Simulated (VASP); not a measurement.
A run of VASP 6.6.1:

File INCAR:

```
SYSTEM = SiC
PREC = Accurate
ENCUT = 600
EDIFF = 1E-7
ISMEAR = 0
SIGMA = 0.02
LREAL = .False.
LASPH = .True.
NELM = 100
ALGO = Normal
ISIF = 3
LWAVE = .False.
LCHARG = .False.
GGA = PE
IBRION = 2
NSW = 100
EDIFFG = -0.01
```

File KPOINTS:

```
regular mesh
0
Gamma
  6 6 10
  0 0 0
```

POSCAR

```
SiC
1.0
    4.9132015165      0.0000000000      0.0000000000
   -2.4566007582      4.2549573272      0.0000000000
    0.0000000000      0.0000000000      2.9961199183
Si C
3 3
Direct
    0.6147472453      0.0000000000      0.6666666667
    0.0000000000      0.6147472453      0.3333333333
    0.3852527547      0.3852527547      0.0000000000
    0.3723103625      0.0000000000      0.1666666667
    0.0000000000      0.3723103625      0.8333333333
    0.6276896375      0.6276896375      0.5000000000
```

Potentials or basis: VASP PAW PBE potentials, release 64 (Si, C).

Launch:

```bash
$ cat potpaw_PBE.64/Si/POTCAR potpaw_PBE.64/C/POTCAR > POTCAR
$ mpirun -np 1 vasp_std > vasp.out
```

Hardware: 1 thread of Intel(R) Xeon(R) Platinum 8259CL CPU @ 2.50GHz (Skylake/Cascade Lake), with other jobs on the host.

Q: How long does it take, and how much memory?

A: It took 55 s on 1 thread of Intel(R) Xeon(R) Platinum 8259CL CPU @ 2.50GHz (Skylake/Cascade Lake), on a shared host, peak memory 0.22 GiB. Counts: scf iterations 22, k points 54, ion steps 2.
